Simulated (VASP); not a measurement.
# KRh (Cmmm) in VASP: notebook

The runs below take KRh through single point, relaxation of cell and atoms, with PBE.

Program: VASP 6.6.1. These are calculated values, not measurements. Logs are shortened: lines on timing, memory, paths and dates and some standing lists are left out, and cuts for length are marked.

### Step 1. The cell of the first run

Symmetry: Cmmm, No. 65, orthorhombic system. Conventional cell: a = 3.004 Å, b = 4.909 Å, c = 5.476 Å, α = 90.00°, β = 90.00°, γ = 90.00°. K (site symmetry mmm) has 6 K at 2.88 to 3.00 Å and 8 Rh at 3.12 to 3.68 Å within 3.8 Å. Rh (site symmetry mmm) has 6 Rh at 2.88 to 3.00 Å and 8 K at 3.12 to 3.68 Å within 3.8 Å.

### Step 2. Single point, PBE

Input file INCAR:

```
PREC     = Accurate       # precision mode
ENCUT    = 520            # plane-wave cutoff, eV
EDIFF    = 1E-6           # SCF threshold, eV
ISMEAR   = 0              # smearing method
SIGMA    = 0.1            # smearing width, eV
LREAL    = False          # projectors in reciprocal space
LASPH    = True           # aspherical terms in the spheres
NELM     = 80             # most SCF steps
ALGO     = Normal         # electronic algorithm
ISIF     = 2              # what is computed and relaxed
LWAVE    = False          # write WAVECAR
LCHARG   = False          # write CHGCAR
GGA      = PE             # functional
NBANDS   = 19             # bands
```

Input file KPOINTS:

```
Automatic mesh
0
Gamma
  6 6 4
```

Input file POSCAR:

```
KRh
1.0
    1.5020264952     -2.4546159899      0.0000000000
    1.5020264952      2.4546159899      0.0000000000
    0.0000000000      0.0000000000      5.4755388767
K Rh
1 1
Direct
    0.0000000000      0.0000000000      0.0000000000
    0.5000000000      0.5000000000      0.5000000000
```

Potentials or basis: VASP PAW PBE potentials, release 64 (K_sv, Rh_pv).

Started as:

```sh
$ cat potpaw_PBE.64/K_sv/POTCAR potpaw_PBE.64/Rh_pv/POTCAR > POTCAR
$ mpirun -np 1 vasp_std > vasp.out
```

OUTCAR:

```text
PREC = Accurate
   ENCUT = 520
   EDIFF = 1E-6
   ISMEAR = 0
   LREAL = False
   LASPH = True
   NELM = 80
   ISIF = 2
   GGA = PE

 ion  position               nearest neighbor table
   1  0.000  0.000  0.000-   2 3.12   2 3.12   2 3.12   2 3.12
   2  0.500  0.500  0.500-   1 3.12   1 3.12   1 3.12   1 3.12

  LATTYP: Found a base centered orthorhombic cell.
 ALAT       =     3.0040529904
 B/A-ratio  =     1.6342028571
 C/A-ratio  =     1.8227171405

  Lattice vectors:

 A1 = (   1.5020264952,  -2.4546159899,   0.0000000000)
 A2 = (   1.5020264952,   2.4546159899,   0.0000000000)
 A3 = (   0.0000000000,   0.0000000000,   5.4755388767)

Analysis of symmetry for initial positions (statically):
=====================================================================
 Subroutine PRICEL returns:
 Original cell was already a primitive cell.

 Routine SETGRP: Setting up the symmetry group for a
 base centered orthorhombic supercell.

 Subroutine GETGRP returns: Found  8 space group operations
 (whereof  8 operations were pure point group operations)
 out of a pool of  8 trial point group operations.

The static configuration has the point symmetry D_2h.

Analysis of symmetry for dynamics (positions and initial velocities):
=====================================================================
 Subroutine PRICEL returns:
 Original cell was already a primitive cell.

 Routine SETGRP: Setting up the symmetry group for a
 base centered orthorhombic supercell.

 Subroutine GETGRP returns: Found  8 space group operations
 (whereof  8 operations were pure point group operations)
 out of a pool of  8 trial point group operations.

The dynamic configuration has the point symmetry D_2h.

 Subroutine INISYM returns: Found  8 space group operations
 (whereof  8 operations are pure point group operations),
 and found     1 'primitive' translations

----------------------------------------------------------------------------------------

                                     Primitive cell

  volume of cell :      40.3755

  direct lattice vectors                    reciprocal lattice vectors
     1.502026495 -2.454615990  0.000000000     0.332883609 -0.203697850  0.000000000
     1.502026495  2.454615990  0.000000000     0.332883609  0.203697850  0.000000000
     0.000000000  0.000000000  5.475538877     0.000000000  0.000000000  0.182630426

  length of vectors
     2.877711461  2.877711461  5.475538877     0.390261849  0.390261849  0.182630426

  position of ions in fractional coordinates (direct lattice)
     0.000000000  0.000000000  0.000000000
     0.500000000  0.500000000  0.500000000

  ion indices of the primitive-cell ions
   primitive index   ion index
                 1           1
                 2           2

----------------------------------------------------------------------------------------

 KPOINTS: Automatic mesh

Automatic generation of k-mesh.
 Grid dimensions read from file:
 generate k-points for:    6    6    4

 Generating k-lattice:

  Cartesian coordinates                     Fractional coordinates (reciprocal lattice)
     0.055480601 -0.033949642  0.000000000     0.166666667  0.000000000  0.000000000
     0.055480601  0.033949642  0.000000000     0.000000000  0.166666667  0.000000000
     0.000000000  0.000000000  0.045657607     0.000000000  0.000000000  0.250000000

  Length of vectors
     0.065043642  0.065043642  0.045657607

  Shift w.r.t. Gamma in fractional coordinates (k-lattice)
     0.000000000  0.000000000  0.000000000

 Subroutine IBZKPT returns following result:
 ===========================================

 Found     39 irreducible k-points:

 Following reciprocal coordinates:
            Coordinates               Weight
  0.000000  0.000000  0.000000      1.000000
  0.166667 -0.000000  0.000000      4.000000
  0.333333 -0.000000  0.000000      4.000000
  0.500000 -0.000000  0.000000      2.000000
  0.166667  0.166667  0.000000      2.000000
  0.333333  0.166667  0.000000      4.000000
[... 16 lines left out ...]
  0.333333  0.333333  0.250000      4.000000
  0.500000  0.333333  0.250000      8.000000
 [... further k-points ...]
   k-points           NKPTS =     39   k-points in BZ     NKDIM =     39   number of bands    NBANDS=     19
   number of dos      NEDOS =    301   number of ions     NIONS =      2
   total plane-waves  NPLWV =  24192
   dimension x,y,z NGX =    24 NGY =   24 NGZ =   42
   dimension x,y,z NGXF=    48 NGYF=   48 NGZF=   84
   ions per type =               1   1
   NGX,Y,Z   is equivalent  to a cutoff of  13.86, 13.86, 12.75 a.u.
   NGXF,Y,Z  is equivalent  to a cutoff of  27.73, 27.73, 25.50 a.u.
 SYSTEM =  unknown system
   PREC   = accura    normal or accurate (medium, high low for compatibility)
   ISTART =      0    job   : 0-new  1-cont  2-samecut
   ICHARG =      2    charge: 1-file 2-atom 10-const
   ISPIN  =      1    spin polarized calculation?
   LNONCOLLINEAR =      F non collinear calculations
   LSORBIT =      F    spin-orbit coupling
   LASPH  =      T    aspherical Exc in radial PAW
   ENCUT  =  520.0 eV  38.22 Ry    6.18 a.u.   5.35  5.35 10.18*2*pi/ulx,y,z
   NELM   =     80;   NELMIN=  2; NELMDL= -5     # of ELM steps
   EDIFF  = 0.1E-05   stopping-criterion for ELM
   LREAL  =      F    real-space projection
   EDIFFG = 0.1E-04   stopping-criterion for IOM
   NSW    =      0    number of steps for IOM
   IBRION =     -1    ionic relax: 0-MD 1-quasi-New 2-CG
   NFREE  =      0    steps in history (QN), initial steepest desc. (CG)
   ISIF   =      2    stress and relaxation
   ISYM   =      2    0-nonsym 1-usesym 2-fastsym
   POTIM  = 0.5000    time-step for ionic-motion
   TEBEG  =    0.0;   TEEND  =   0.0 temperature during run
   PSTRESS=    0.0 pullay stress
   NELECT =      24.0000    total number of electrons
   NUPDOWN=      -1.0000    fix difference up-down
   EMIN   =  10.00;   EMAX   =-10.00  energy-range for DOS
   EFERMI =   0.00;   METHOD = LEGACY
   ISMEAR =     0;   SIGMA  =   0.10  broadening in eV -4-tet -1-fermi 0-gaus
   EFERMI_NEDOS =   21; number of points for ismear=-14 and -15
   IALGO  =     38    algorithm
   IMIX   =      4    mixing-type and parameters
     AMIX     =   0.40;   BMIX     =  1.00
     AMIX_MAG =   1.60;   BMIX_MAG =  1.00
  volume/ion in A,a.u.               =      20.19       136.23
  Fermi-wavevector in a.u.,A,eV,Ry     =   1.376488  2.601186 25.779237  1.894720
  Thomas-Fermi vector in A             =   2.501729
   LORBIT       =      0    0 simple, 1 ext, 2 COOP (PROOUT), +10 PAW based schemes
   GGA     = PE    functional components
   LHFCALC =     F    Hartree Fock is set to
   AEXX    =    0.0000 exact exchange contribution
   IVDW    =     0    specifies the selected vdW correction
   LEPSILON=     F    determine dielectric tensor
   LRPA    =     F    only Hartree local field effects (RPA)
 non-spin polarized calculation
 Gauss-broadening in eV      SIGMA  =   0.10
  energy-cutoff  :      520.00
  volume of cell :       40.38
 maximum number of plane-waves:      1102
 NGX is ok and might be reduce to    24
   NGX = 11   NGY = 11   NGZ = 21

 number of electron      23.9999994 magnetization

 Free energy of the ion-electron system (eV)
  ---------------------------------------------------
  ext. energy  EPLUGINS =         0.00000000
  ---------------------------------------------------
  free energy    TOTEN  =        -6.64336921 eV

  energy without entropy =       -6.63332090  energy(sigma->0) =       -6.63834506

 E-fermi :   5.1503     XC(G=0): -10.7486

 val. band max:        5.0797915505   @ k =  -0.1667   0.1667   0.5000
 cond. band min:       5.1603016855   @ k =   0.0000   0.0000   0.0000
 fundamental gap:      0.0805101350
 Fermi energy:         5.1503082921

 k-point     1 :       0.0000    0.0000    0.0000
  band No.  band energies     occupation
      1     -40.3487      2.00000
      2     -40.3072      2.00000
      3     -39.9747      2.00000
      4     -27.0222      2.00000
      5     -10.2174      2.00000
      6      -9.1832      2.00000
[... 11 lines left out ...]
     18      14.9453      0.00000
     19      15.1180      0.00000

 k-point     2 :       0.1667   -0.0000    0.0000
  band No.  band energies     occupation
      1     -40.3910      2.00000
      2     -40.3345      2.00000
      3     -39.9673      2.00000
      4     -26.8851      2.00000
      5     -10.0858      2.00000
      6      -9.8585      2.00000
[... 11 lines left out ...]
     18      14.3752      0.00000
     19      14.6518      0.00000

 k-point     3 :       0.3333   -0.0000    0.0000
  band No.  band energies     occupation
      1     -40.5008      2.00000
      2     -40.3628      2.00000
      3     -39.9525      2.00000
      4     -26.5942      2.00000
      5     -11.1370      2.00000
      6      -9.8088      2.00000
[... 11 lines left out ...]
     18      14.9510      0.00000
     19      15.1589      0.00000

 k-point     4 :       0.5000   -0.0000    0.0000
  band No.  band energies     occupation
      1     -40.5571      2.00000
      2     -40.3748      2.00000
      3     -39.9451      2.00000
      4     -26.4393      2.00000
      5     -11.7245      2.00000
      6      -9.6625      2.00000
[... 11 lines left out ...]
     18      15.0892      0.00000
     19      16.4536      0.00000

 k-point     5 :       0.1667    0.1667    0.0000
  band No.  band energies     occupation
      1     -40.4150      2.00000
      2     -40.4067      2.00000
      3     -39.9571      2.00000
      4     -26.6829      2.00000
      5     -10.5795      2.00000
      6      -9.8930      2.00000
[... 11 lines left out ...]
     18      14.2638      0.00000
     19      15.1914      0.00000
[... 334 lines left out ...]
      2     -40.3576      2.00000
      3     -39.9536      2.00000
      4     -26.6305      2.00000
      5     -10.7448      2.00000
      6      -9.8560      2.00000
[... 11 lines left out ...]
     18      13.1837      0.00000
     19      14.4105      0.00000

 k-point    22 :      -0.1667    0.1667    0.2500
  band No.  band energies     occupation
      1     -40.4149      2.00000
      2     -40.3264      2.00000
      3     -39.9656      2.00000
      4     -26.8597      2.00000
      5     -10.0867      2.00000
      6      -9.7725      2.00000
[... 11 lines left out ...]
     18      13.1839      0.00000
     19      14.2025      0.00000

 k-point    23 :       0.3333    0.3333    0.2500
  band No.  band energies     occupation
      1     -40.5377      2.00000
      2     -40.4528      2.00000
      3     -39.9388      2.00000
      4     -26.3231      2.00000
      5     -11.0253      2.00000
      6     -10.9280      2.00000
[... 11 lines left out ...]
     18      13.5928      0.00000
     19      14.0392      0.00000

 k-point    24 :       0.5000    0.3333    0.2500
  band No.  band energies     occupation
      1     -40.5785      2.00000
      2     -40.4006      2.00000
      3     -39.9398      2.00000
      4     -26.3600      2.00000
      5     -11.4514      2.00000
      6     -10.1842      2.00000
[... 11 lines left out ...]
     18      13.1514      0.00000
     19      14.6857      0.00000

 [... further k-points ...]
[... 5 lines left out ...]
  --------------------------------------------------------------------------------------
  -------------------------------------------------------------------------------------
  Total        0.0169434      0.0840937      0.0811186      0.0000000      0.0000000      0.0000000
  in kB        0.6723485      3.3369990      3.2189417      0.0000000      0.0000000      0.0000000
  external PRESSURE =       2.4094297 kB  Pullay stress =       0.0000000 kB

 VOLUME and BASIS-vectors are now :
 -----------------------------------------------------------------------------
  energy-cutoff  :      520.00
  volume of cell :       40.38
      direct lattice vectors                 reciprocal lattice vectors
     1.502026495 -2.454615990  0.000000000     0.332883609 -0.203697850  0.000000000
     1.502026495  2.454615990  0.000000000     0.332883609  0.203697850  0.000000000
     0.000000000  0.000000000  5.475538877     0.000000000  0.000000000  0.182630426

 POSITION                                       TOTAL-FORCE (eV/Angst)
 -----------------------------------------------------------------------------------
      0.00000      0.00000      0.00000         0.000000      0.000000      0.000000
      1.50203      0.00000      2.73777         0.000000      0.000000      0.000000
 -----------------------------------------------------------------------------------
    total drift:                                0.000000      0.000000     -0.000000

  FREE ENERGIE OF THE ION-ELECTRON SYSTEM (eV)
  ---------------------------------------------------
  free  energy   TOTEN  =        -6.6433692074 eV

  energy  without entropy=       -6.6333209050  energy(sigma->0) =       -6.63834506
```

Run time: 40 s. Hardware: 1 thread of AMD EPYC 7R13, shared host; peak memory 0.15 GiB.

Results:

- Free energy: -6.6434 eV
- Pressure: 0.2 GPa
- Band gap on the k mesh: zero (bands 12 and 13 overlap by 1.07 eV)

Levels at points of the mesh, in eV from the Fermi level:
```tsv
k point	band 8	band 9	band 10	band 11	band 12	band 13	band 14	band 15	band 16	band 17
(0.00, 0.00, 0.00)	-4.54	-2.23	-1.77	-1.15	0.01	0.18	2.16	2.39	5.62	6.78
(0.50, 0.00, 0.00)	-3.28	-2.08	-0.70	-0.22	0.76	1.04	1.72	2.75	5.28	8.37
(0.50, 0.50, 0.00)	-3.30	-2.66	-1.16	-0.59	0.93	2.24	2.42	4.00	5.84	7.98
(0.00, 0.00, 0.50)	-4.00	-1.76	-1.27	-1.12	-0.75	0.07	0.17	3.13	5.58	6.70
(0.50, 0.00, 0.50)	-3.35	-2.48	-1.45	-0.35	0.76	2.35	2.53	3.37	5.33	7.99
(0.50, 0.50, 0.50)	-3.20	-2.29	-0.48	-0.45	0.75	0.93	1.31	5.78	6.68	6.80
```

Caveat: the k points lie up to 0.41 Å⁻¹ apart, too coarse for converged energies and pressures of a metal.

### Step 3. Relaxation of cell and atoms, PBE

This run uses another cell than the first one, of 39.85 Å³/atom.

Input file INCAR:

```
  PREC = Accurate
  ENCUT = 600
  EDIFF = 1E-6
  ISMEAR = 0
  SIGMA = 0.1
  LREAL = False
  LASPH = True
  NELM = 60
  ALGO = Normal
  ISIF = 3
  LWAVE = False
  LCHARG = False
  GGA = PE
  IBRION = 2
  NSW = 90
  EDIFFG = -0.04
```

Input file KPOINTS:

```
regular mesh
0
Gamma
  6 6 4
```

Input file POSCAR:

```
KRh
1.0
    2.1518230800     -3.0431373800      0.0000000000
    2.1518230800      3.0431373800      0.0000000000
    0.0000000000      0.0000000000      6.0862747600
K Rh
1 1
Direct
    0.0000000000      0.0000000000      0.0000000000
    0.5000000000      0.5000000000      0.5000000000
```

Potentials or basis: VASP PAW PBE potentials, release 64 (K_sv, Rh_pv).

Started as:

```sh
$ cat potpaw_PBE.64/K_sv/POTCAR potpaw_PBE.64/Rh_pv/POTCAR > POTCAR
$ mpirun -np 1 vasp_std > vasp.out
```

Wall time 17 min (1 thread of AMD EPYC 7R13, shared host); peak memory 0.23 GiB.

Results (log left out):

* Free energy: -6.6472 eV
* Relaxed volume: 20.27 Å³/atom
* Relaxed cell: a = 2.880 Å, b = 2.880 Å, c = 5.495 Å, α = 90.00°, β = 90.00°, γ = 117.19°
* Space group after relaxing (to 0.1 Å): Cmmm (No. 65)
* Energy gained by relaxing: 718.5 meV/atom
* Ionic steps: 17
* Pressure after relaxing: 0.0 GPa
* Band gap on the k mesh: zero (bands 12 and 13 overlap by 1.06 eV)

Stress tensor (GPa, compression positive):
```
 0.12  0.00  0.00
 0.00  0.19  0.00
 0.00  0.00 -0.19
```

The path:
```tsv
step	energy change (eV)	largest force (eV/Å)	pressure (GPa)	volume (Å³)
1	0.0000	0.0000	-5.62	79.71
2	-0.5584	0.0000	-6.02	64.64
3	0.0076	0.0000	32.99	30.96
4	-0.9261	0.0000	-4.73	53.94
5	-1.0247	0.0000	3.82	41.03
6	-1.0746	0.0000	-1.38	46.22
7	-1.0780	0.0000	-0.55	45.14
8	-1.2458	0.0000	2.65	40.82
9	-1.2510	0.0000	3.69	39.99
10	-1.3236	0.0000	-0.66	42.45
11	-1.3238	0.0000	-0.44	42.29
12	-1.3824	0.0000	-1.80	42.64
13	-1.3427	0.0000	-2.49	42.98
14	-1.4147	0.0000	-2.64	42.88
15	-1.4257	0.0000	1.49	39.60
16	-1.4358	0.0000	-0.41	40.87
17	-1.4370	0.0000	0.04	40.54
```

Final structure:
```
K Rh
1.0
     1.50074   -2.45821    0.00000
     1.50074    2.45821    0.00000
     0.00000    0.00000    5.49498
K Rh
1 1
Direct
  0.00000 0.00000 0.00000
  0.50000 0.50000 0.50000
```

Levels at points of the mesh, in eV from the Fermi level:
| k point | band 8 | band 9 | band 10 | band 11 | band 12 | band 13 | band 14 | band 15 | band 16 |
| --- | --- | --- | --- | --- | --- | --- | --- | --- | --- |
| (0.00, 0.00, 0.00) | -4.54 | -2.23 | -1.75 | -1.16 | 0.01 | 0.17 | 2.11 | 2.35 | 5.61 |
| (0.50, 0.00, 0.00) | -3.27 | -2.08 | -0.70 | -0.22 | 0.77 | 1.03 | 1.71 | 2.73 | 5.27 |
| (0.50, 0.50, 0.00) | -3.30 | -2.65 | -1.15 | -0.58 | 0.92 | 2.22 | 2.40 | 3.95 | 5.80 |
| (0.00, 0.00, 0.50) | -4.01 | -1.75 | -1.28 | -1.13 | -0.78 | 0.08 | 0.17 | 3.10 | 6.65 |
| (0.50, 0.00, 0.50) | -3.35 | -2.48 | -1.44 | -0.35 | 0.76 | 2.31 | 2.52 | 3.35 | 5.30 |
| (0.50, 0.50, 0.50) | -3.19 | -2.29 | -0.47 | -0.46 | 0.74 | 0.92 | 1.30 | 5.74 | 6.62 |

Caveat: the volume moved by over 15 % at a fixed basis, so the end points are rough.

The gap in the log of VASP goes by the Fermi energy; the results here count the filled bands.